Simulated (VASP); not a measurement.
# HfTi9 in VASP: further runs

HfTi9 is run at these levels: PBE; tasks: single point.

Program: VASP 6.6.1. These are calculated values, not measurements. Logs are shortened: lines on timing, memory, paths and dates and some standing lists are left out, and cuts for length are marked.

## (1) The cell of the first run

The cell holds an amorphous packing of atoms, 20 atoms: a = 7.226 Å, b = 7.213 Å, c = 7.415 Å, α = 90.43°, β = 86.38°, γ = 84.09°.

## (2) Single point, PBE

Input file INCAR:

```
  PREC = Accurate
  ENCUT = 520
  EDIFF = 1E-6
  ISMEAR = -1
  SIGMA = 0.2499
  LREAL = Auto
  LASPH = T
  NELM = 80
  ALGO = Normal
  ISIF = 2
  LWAVE = F
  LCHARG = T
  GGA = PE
  LELF = T
  LVHAR = T
  ISYM = 0
  NBANDS = 134
```

Input file KPOINTS:

```
Automatic mesh
0
Gamma
  1 1 1
  0.25 0.25 0.25
```

Input file POSCAR:

```
HfTi9
1.0
    7.2123050000      0.3730170000      0.2320640000
    0.3730170000      7.2034180000     -0.0335060000
    0.2320640000     -0.0335060000      7.4116840000
Ti Hf
18 2
Direct
    0.5470553962      0.4258339312      0.5984828992
    0.7941382333      0.7098738454      0.6734643757
    0.1038097971      0.6957439273      0.0755729844
    0.7545840618      0.3729167008      0.9009597753
   -0.0158292178      0.9379757784      0.3410147017
    0.9716414035      0.0541422840      0.9677151779
    0.5712444055      0.0425027987      0.7640213529
    0.5237176369      0.8218555705      0.4180681587
    0.4619672089      0.5058614231      0.1459411160
    0.0177497578      0.3036407443      0.2162945300
    0.2263396089      0.3211646543      0.7710193349
    0.6713338452      0.8086983634      0.0591919232
    0.1460376384      0.9317959904      0.6684632909
    0.8557413238      0.5885238289      0.2700771275
    0.4553567675      0.6920706515      0.8216439889
    0.6542367598      0.1374248664      0.2095203679
    0.1901719524      0.6044884355      0.5170789696
    0.8923125577      0.2406039803      0.6070493636
    0.3047636770      0.9421442023      0.0723016261
    0.2603049215      0.1827330286      0.4539350641
```

Potentials or basis: VASP PAW PBE potentials, release 64 (Ti_sv, Hf_pv).

Launch:

```
$ cat potpaw_PBE.64/Ti_sv/POTCAR potpaw_PBE.64/Hf_pv/POTCAR > POTCAR
$ mpirun -np 1 vasp_std > vasp.out
```

OUTCAR:

```text
PREC = Accurate
   ENCUT = 520
   EDIFF = 1E-6
   ISMEAR = -1
   LREAL = Auto
   LASPH = T
   NELM = 80
   ISIF = 2
   GGA = PE
   ISYM = 0

 ion  position               nearest neighbor table
   1  0.547  0.426  0.598-  15 2.53  18 2.71  11 2.75   4 2.78  17 2.86  20 3.09
   2  0.794  0.710  0.673-  15 2.64   7 2.80   8 2.87
   3  0.104  0.696  0.076-  19 2.41  14 2.42   5 2.66   6 2.80   9 2.88
   4  0.755  0.373  0.901-  18 2.48   6 2.71   1 2.78   9 2.79
   5  0.984  0.938  0.341-   3 2.66  13 2.76  10 2.83  14 2.83  16 2.88   6 2.90  20 2.95  19 2.96

   6  0.972  0.054  0.968-  13 2.58  19 2.63  10 2.63   4 2.71   3 2.80  16 2.83   5 2.90
   7  0.571  0.043  0.764-  15 2.77   2 2.80  12 2.86  19 3.04
   8  0.524  0.822  0.418-  12 2.80   2 2.87  20 3.06  19 3.18
   9  0.462  0.506  0.146-  15 2.76   4 2.79  12 2.84   3 2.88  19 3.30
  10  0.018  0.304  0.216-  14 2.28   6 2.63  20 2.65   5 2.83  19 3.29
  11  0.226  0.321  0.771-  20 2.54   1 2.75  17 2.79  18 2.88
  12  0.671  0.809  0.059-  14 2.57  16 2.60  15 2.62  19 2.72   8 2.80   9 2.84   7 2.86
  13  0.146  0.932  0.668-  20 2.58   6 2.58  17 2.59   5 2.76  18 2.79  19 3.28
  14  0.856  0.589  0.270-  10 2.28   3 2.42  12 2.57   5 2.83
  15  0.455  0.692  0.822-   1 2.53  12 2.62   2 2.64  19 2.68   9 2.76   7 2.77
  16  0.654  0.137  0.210-  12 2.60   6 2.83   5 2.88  19 3.23  20 3.26
  17  0.190  0.604  0.517-  13 2.59  11 2.79   1 2.86  20 3.06
  18  0.892  0.241  0.607-   4 2.48   1 2.71  13 2.79  20 2.81  11 2.88
  19  0.305  0.942  0.072-   3 2.41   6 2.63  15 2.68  12 2.72   5 2.96   7 3.04   8 3.18  16 3.23
                            13 3.28  10 3.29  20 3.29   9 3.30
  20  0.260  0.183  0.454-  11 2.54  13 2.58  10 2.65  18 2.81   5 2.95  17 3.06   8 3.06   1 3.09
                            16 3.26  19 3.29

IMPORTANT INFORMATION: All symmetrisations will be switched off!
NOSYMM: (Re-)initialisation of all symmetry stuff for point group C_1.

----------------------------------------------------------------------------------------

                                     Primitive cell

  volume of cell :     383.6280

  direct lattice vectors                    reciprocal lattice vectors
     7.212305000  0.373017000  0.232064000     0.139166959 -0.007226949 -0.004390067
     0.373017000  7.203418000 -0.033506000    -0.007226949  0.139201202  0.000855567
     0.232064000 -0.033506000  7.411684000    -0.004390067  0.000855567  0.135063427

  length of vectors
     7.225672204  7.213147386  7.415391835     0.139423613  0.139391303  0.135137464

  position of ions in fractional coordinates (direct lattice)
     0.547055396  0.425833931  0.598482899
     0.794138233  0.709873845  0.673464376
     0.103809797  0.695743927  0.075572984
     0.754584062  0.372916701  0.900959775
     0.984170782  0.937975778  0.341014702
     0.971641404  0.054142284  0.967715178
[... 12 lines left out ...]
     0.304763677  0.942144202  0.072301626
     0.260304922  0.182733029  0.453935064

  ion indices of the primitive-cell ions
   primitive index   ion index
                 1           1
                 2           2
                 3           3
                 4           4
                 5           5
                 6           6
[... 12 lines left out ...]
                19          19
                20          20

----------------------------------------------------------------------------------------

 KPOINTS: Automatic mesh

Automatic generation of k-mesh.
 Grid dimensions read from file:
 generate k-points for:    1    1    1

 Generating k-lattice:

  Cartesian coordinates                     Fractional coordinates (reciprocal lattice)
     0.139166959 -0.007226949 -0.004390067     1.000000000  0.000000000 -0.000000000
    -0.007226949  0.139201202  0.000855567     0.000000000  1.000000000  0.000000000
    -0.004390067  0.000855567  0.135063427     0.000000000  0.000000000  1.000000000

  Length of vectors
     0.139423613  0.139391303  0.135137464

  Shift w.r.t. Gamma in fractional coordinates (k-lattice)
     0.250000000  0.250000000  0.250000000

 Subroutine IBZKPT returns following result:
 ===========================================

 Found      1 irreducible k-points:

 Following reciprocal coordinates:
            Coordinates               Weight
  0.250000  0.250000  0.250000      2.000000
   k-points           NKPTS =      1   k-points in BZ     NKDIM =      1   number of bands    NBANDS=    134
   number of dos      NEDOS =    301   number of ions     NIONS =     20
   total plane-waves  NPLWV = 163296
   dimension x,y,z NGX =    54 NGY =   54 NGZ =   56
   dimension x,y,z NGXF=   108 NGYF=  108 NGZF=  112
   ions per type =              18   2
   NGX,Y,Z   is equivalent  to a cutoff of  12.42, 12.45, 12.55 a.u.
   NGXF,Y,Z  is equivalent  to a cutoff of  24.85, 24.89, 25.11 a.u.
 SYSTEM =  unknown system
   PREC   = accura    normal or accurate (medium, high low for compatibility)
   ISTART =      0    job   : 0-new  1-cont  2-samecut
   ICHARG =      2    charge: 1-file 2-atom 10-const
   ISPIN  =      1    spin polarized calculation?
   LNONCOLLINEAR =      F non collinear calculations
   LSORBIT =      F    spin-orbit coupling
   LASPH  =      T    aspherical Exc in radial PAW
   ENCUT  =  520.0 eV  38.22 Ry    6.18 a.u.  13.43 13.41 13.79*2*pi/ulx,y,z
   NELM   =     80;   NELMIN=  2; NELMDL= -5     # of ELM steps
   EDIFF  = 0.1E-05   stopping-criterion for ELM
   LREAL  =      T    real-space projection
   EDIFFG = 0.1E-04   stopping-criterion for IOM
   NSW    =      0    number of steps for IOM
   IBRION =     -1    ionic relax: 0-MD 1-quasi-New 2-CG
   NFREE  =      0    steps in history (QN), initial steepest desc. (CG)
   ISIF   =      2    stress and relaxation
   ISYM   =      0    0-nonsym 1-usesym 2-fastsym
   POTIM  = 0.5000    time-step for ionic-motion
   TEBEG  =    0.0;   TEEND  =   0.0 temperature during run
   PSTRESS=    0.0 pullay stress
   NELECT =     236.0000    total number of electrons
   NUPDOWN=      -1.0000    fix difference up-down
   EMIN   =  10.00;   EMAX   =-10.00  energy-range for DOS
   EFERMI =   0.00;   METHOD = LEGACY
   ISMEAR =    -1;   SIGMA  =   0.25  broadening in eV -4-tet -1-fermi 0-gaus
   EFERMI_NEDOS =   21; number of points for ismear=-14 and -15
   IALGO  =     38    algorithm
   IMIX   =      4    mixing-type and parameters
     AMIX     =   0.40;   BMIX     =  1.00
     AMIX_MAG =   1.60;   BMIX_MAG =  1.00
  volume/ion in A,a.u.               =      19.18       129.44
  Fermi-wavevector in a.u.,A,eV,Ry     =   1.392330  2.631122 26.376009  1.938582
  Thomas-Fermi vector in A             =   2.516083
   LORBIT       =      0    0 simple, 1 ext, 2 COOP (PROOUT), +10 PAW based schemes
   GGA     = PE    functional components
   LHFCALC =     F    Hartree Fock is set to
   AEXX    =    0.0000 exact exchange contribution
   IVDW    =     0    specifies the selected vdW correction
   LEPSILON=     F    determine dielectric tensor
   LRPA    =     F    only Hartree local field effects (RPA)
 non-spin polarized calculation
  energy-cutoff  :      520.00
  volume of cell :      383.63
 maximum number of plane-waves:     10336
 NGX is ok and might be reduce to    54
   NGX = 27   NGY = 27   NGZ = 27

 number of electron     236.0000016 magnetization

 Free energy of the ion-electron system (eV)
  ---------------------------------------------------
  ext. energy  EPLUGINS =         0.00000000
  ---------------------------------------------------
  free energy    TOTEN  =      -155.84459386 eV

  energy without entropy =     -149.25287551  energy(sigma->0) =     -152.54873469

 E-fermi :   6.9319     XC(G=0): -11.0311

 val. band max:        6.8938945216   @ k =   0.2500   0.2500   0.2500
 cond. band min:       6.9428785720   @ k =   0.2500   0.2500   0.2500
 fundamental gap:      0.0489840504
 Fermi energy:         6.9319162289

 k-point     1 :       0.2500    0.2500    0.2500
  band No.  band energies     occupation
      1     -49.9188      2.00000
      2     -49.8824      2.00000
      3     -49.8439      2.00000
      4     -49.8241      2.00000
      5     -49.8088      2.00000
      6     -49.7962      2.00000
[... 122 lines left out ...]
    129       7.5618      0.14885
    130       7.6499      0.10701
 [bands above 130 left out]

------------------------ aborting loop because EDIFF is reached ----------------------------------------

  FORCE on cell =-STRESS in cart. coord.  units (eV):
  Direction    XX          YY          ZZ          XY          YZ          ZX
  --------------------------------------------------------------------------------------
  -------------------------------------------------------------------------------------
  Total        1.7097244      4.9123321      3.6230602     -5.7249103      3.9412986     -2.0530618
  in kB        7.1404641     20.5157811     15.1312877    -23.9094193     16.4603731     -8.5743726
  external PRESSURE =      14.2625110 kB  Pullay stress =       0.0000000 kB

 VOLUME and BASIS-vectors are now :
 -----------------------------------------------------------------------------
  energy-cutoff  :      520.00
  volume of cell :      383.63
      direct lattice vectors                 reciprocal lattice vectors
     7.212305000  0.373017000  0.232064000     0.139166959 -0.007226949 -0.004390067
     0.373017000  7.203418000 -0.033506000    -0.007226949  0.139201202  0.000855567
     0.232064000 -0.033506000  7.411684000    -0.004390067  0.000855567  0.135063427

 POSITION                                       TOTAL-FORCE (eV/Angst)
 -----------------------------------------------------------------------------------
      4.24326      3.25147      4.54845        -0.013270     -0.060684     -1.501343
      6.14865      5.38718      5.15201         1.418132     -0.225680     -0.098485
      1.02577      5.04792      0.56090        -0.712846     -2.520296     -1.777128
      5.79048      2.93756      6.84025         0.051852      0.844834      1.244227
      7.52716      7.11232      2.72446        -0.860721     -0.025834      0.685916
      7.25254      0.72002      7.39607        -1.550213      0.206626     -0.455086
[... 12 lines left out ...]
      2.56626      6.89792      0.57503         1.898160      2.314864      1.439996
      2.05090      1.39819      3.41871         2.110751      0.325229     -1.633407
 -----------------------------------------------------------------------------------
    total drift:                                0.065647     -0.009021     -0.014541

  FREE ENERGIE OF THE ION-ELECTRON SYSTEM (eV)
  ---------------------------------------------------
  free  energy   TOTEN  =      -155.8445938631 eV

  energy  without entropy=     -149.2528755074  energy(sigma->0) =     -152.54873469
```

Wall time 11 min (1 thread of AMD EPYC 7R13, shared host); peak memory 0.38 GiB.

What came out:

| Property | Result |
| --- | --- |
| Free energy | -155.8446 eV |
| Pressure | 1.4 GPa |
| Largest force | 3.322 eV/Å |
| Band gap on the k mesh | 0.05 eV |

Forces on the atoms (eV/Å):
```
Ti  -0.013 -0.061 -1.501
Ti   1.418 -0.226 -0.098
Ti  -0.713 -2.520 -1.777
Ti   0.052  0.845  1.244
Ti  -0.861 -0.026  0.686
Ti  -1.550  0.207 -0.455
Ti   0.158  0.781 -0.410
Ti  -0.310 -0.191  0.558
Ti  -0.324 -0.398  0.522
Ti   0.239 -0.345 -0.856
Ti  -0.459  0.328  3.081
Ti   1.252 -0.095 -0.601
Ti   0.005 -0.813  1.634
Ti  -1.931 -0.128  1.530
Ti  -0.923 -0.487 -1.233
Ti  -0.216  0.878  0.578
Ti  -0.108 -0.611 -1.532
Ti   0.275  0.222 -1.177
Hf   1.898  2.315  1.440
Hf   2.111  0.325 -1.633
```

Levels at points of the mesh, in eV from the valence-band top:
| k point | band 115 | band 116 | band 117 | band 118 | band 119 | band 120 | band 121 | band 122 |
| --- | --- | --- | --- | --- | --- | --- | --- | --- |
| (0.25, 0.25, 0.25) | -0.18 | -0.14 | -0.07 | 0.00 | 0.05 | 0.16 | 0.19 | 0.25 |

Caveat: the k points lie up to 0.88 Å⁻¹ apart; spin-orbit coupling is left out, which moves the levels of the heavy elements.

## (3) Single point, PBE

Input file INCAR:

```
SYSTEM = HfTi9
PREC = Accurate
ENCUT = 520
EDIFF = 1E-6
ISMEAR = -1
SIGMA = 0.2499
LREAL = Auto
LASPH = .True.
NELM = 60
ALGO = Normal
ISIF = 2
LWAVE = .False.
LCHARG = .True.
GGA = PE
LELF = .True.
LVHAR = .True.
NBANDS = 134
ISYM = 0
```

KPOINTS is that of step 2.

Input file POSCAR:

```
HfTi9
1.0
    7.2123050000      0.3730170000      0.2320640000
    0.3730170000      7.2034180000     -0.0335060000
    0.2320640000     -0.0335060000      7.4116840000
Ti Hf
18 2
Direct
    0.5393413412      0.4317072938      0.6172201993
    0.8299010462      0.7193066115      0.6996774189
    0.0976407489      0.6723683053      0.0984484052
    0.7420432988      0.3865830360      0.8613372231
   -0.0733238311      0.9396189639      0.3280344514
    0.9471233216      0.0824914989      0.9471094199
    0.5797284619      0.0391597559      0.7854611693
    0.5099526055      0.8325312911      0.4266363963
    0.4558302411      0.4959528612      0.1105532302
    0.0268911926      0.3218763371      0.2064308612
    0.2129884347      0.3078180797      0.8124098119
    0.7247605390      0.8286106193      0.0901824198
    0.1471212326      0.9476430795      0.6496131226
    0.8029823388      0.5003925309      0.2868628585
    0.4473477363      0.7176569421      0.8132646384
    0.6548945701      0.1624455773      0.2045067555
    0.2036561680      0.5905575076      0.5298392315
    0.9066484661      0.2616232325      0.5745476303
    0.2943942203      0.9645276141      0.0583067440
    0.2621484809      0.1781893831      0.4461723123
```

Potentials or basis: VASP PAW PBE potentials, release 64 (Ti_sv, Hf_pv).

Launch:

```
$ cat potpaw_PBE.64/Ti_sv/POTCAR potpaw_PBE.64/Hf_pv/POTCAR > POTCAR
$ mpirun -np 1 vasp_std > vasp.out
```

Wall time 8.6 min (1 thread of AMD EPYC 7R13, shared host); peak memory 0.38 GiB.

The run converged. Its results:

* Free energy: -155.7250 eV
* Pressure: 0.8 GPa
* Largest force: 3.293 eV/Å
* Band gap on the k mesh: 0.06 eV

Forces on the atoms (eV/Å):
```
Ti  -0.810 -0.321 -1.921
Ti   0.367 -0.073 -0.302
Ti  -0.019 -0.737 -0.840
Ti   0.903  0.493  2.651
Ti   0.829  0.224  1.230
Ti  -0.825 -0.997 -0.038
Ti   0.567  1.272 -0.826
Ti   0.244 -0.570  0.256
Ti  -0.767 -0.204  0.605
Ti   1.958 -1.170 -1.337
Ti   0.253  0.724  0.808
Ti  -1.274 -1.521 -1.384
Ti  -0.058 -1.472  1.577
Ti  -2.061  2.427  0.840
Ti  -0.219 -0.362 -0.657
Ti  -1.187  0.658  0.312
Ti  -0.583 -0.554 -1.150
Ti  -0.226 -0.329 -0.061
Hf   0.716  1.327  1.707
Hf   2.190  1.185 -1.469
```

Stress tensor (GPa, compression positive):
```
 0.73 -3.06 -1.58
-3.06  2.83  0.04
-1.58  0.04 -1.25
```

Levels at points of the mesh, in eV from the valence-band top:
```csv
k point,band 114,band 115,band 116,band 117,band 118,band 119,band 120,band 121,band 122,band 123
"(0.25, 0.25, 0.25)",-0.28,-0.20,-0.11,-0.06,0.00,0.06,0.13,0.15,0.24,0.26
```

Caveat: the k points lie up to 0.88 Å⁻¹ apart; spin-orbit coupling is left out, which moves the levels of the heavy elements.

## (4) Single point, PBE

Input file INCAR:

```
PREC = Accurate ; ENCUT = 520
EDIFF = 1E-7 ; ISMEAR = -1
SIGMA = 0.2499 ; LREAL = Auto
LASPH = True ; NELM = 100
ALGO = Normal ; ISIF = 2
LWAVE = False ; LCHARG = False
GGA = PE ; ISYM = 0
NBANDS = 134
```

KPOINTS is that of step 3.

Input file POSCAR:

```
HfTi9
1.0
    7.2123050000      0.3730170000      0.2320640000
    0.3730170000      7.2034180000     -0.0335060000
    0.2320640000     -0.0335060000      7.4116840000
Ti Hf
18 2
Direct
    0.5268730567      0.3887968663      0.5983391573
    0.8524166533      0.6796407648      0.7075873479
    0.0751566845      0.6020592455      0.1425155790
    0.7114886888      0.4129254537      0.8727995647
   -0.0830241319      0.9461274000      0.3467955267
    0.9187386635      0.0880297579      0.9310058761
    0.5829618615      0.0529130986      0.7958828850
    0.4942125658      0.8354930900      0.4348072701
    0.4096427818      0.4968403581      0.1110099662
    0.0262320221      0.3065023288      0.1652952499
    0.1926189714      0.3380808882      0.8540890045
    0.6932611588      0.7989887398      0.0959549758
    0.1644308788      0.9246351327      0.6672199378
    0.7625766422      0.4613411360      0.2934129558
    0.4207342961      0.6910142004      0.8241859526
    0.6054960042      0.2132415383      0.1865408787
    0.2180735411      0.5461603443      0.4990865275
    0.9086880430      0.2884910998      0.5407111799
    0.2978000343      0.9557897621      0.0508760256
    0.2629271731      0.1626503113      0.4453974063
```

Launch:

```
$ cat potpaw_PBE.64/Ti_sv/POTCAR potpaw_PBE.64/Hf_pv/POTCAR > POTCAR
$ mpirun -np 1 vasp_std > vasp.out
```

Run time: 11 min. Hardware: 1 thread of AMD EPYC 7R13, shared host; peak memory 0.39 GiB.

Results (log left out):

- Free energy: -154.8276 eV
- Pressure: 0.4 GPa
- Largest force: 3.878 eV/Å
- Band gap on the k mesh: 0.06 eV

Forces on the atoms (eV/Å):
```
Ti  -0.227 -0.022 -0.716
Ti   0.202  0.741 -0.559
Ti  -0.283  3.583 -0.699
Ti   1.011 -0.023  1.567
Ti  -0.038  0.112  0.244
Ti  -0.336 -1.140 -0.097
Ti  -0.086 -0.259 -0.768
Ti   0.436 -0.868  0.339
Ti   0.051  0.140  1.089
Ti   1.026 -2.599  0.051
Ti   0.696 -0.164 -1.941
Ti  -0.179  0.077 -0.863
Ti  -0.449 -0.825  0.507
Ti  -1.576  3.434  0.874
Ti   0.349 -0.170 -1.480
Ti  -0.132 -3.289  0.119
Ti  -0.680  0.558 -0.503
Ti   0.237 -0.797  1.797
Hf  -1.048  0.650  1.928
Hf   1.027  0.861 -0.887
```

Stress tensor (GPa, compression positive):
```
 0.23 -1.85 -1.23
-1.85  2.06  0.06
-1.23  0.06 -1.02
```

Levels at points of the mesh, in eV from the valence-band top:
| k point | band 114 | band 115 | band 116 | band 117 | band 118 | band 119 | band 120 | band 121 | band 122 | band 123 |
| --- | --- | --- | --- | --- | --- | --- | --- | --- | --- | --- |
| (0.25, 0.25, 0.25) | -0.25 | -0.19 | -0.16 | -0.05 | 0.00 | 0.06 | 0.11 | 0.17 | 0.21 | 0.28 |

Caveat: the k points lie up to 0.88 Å⁻¹ apart; spin-orbit coupling is left out, which moves the levels of the heavy elements.

(Continued in part 2 of 2.)
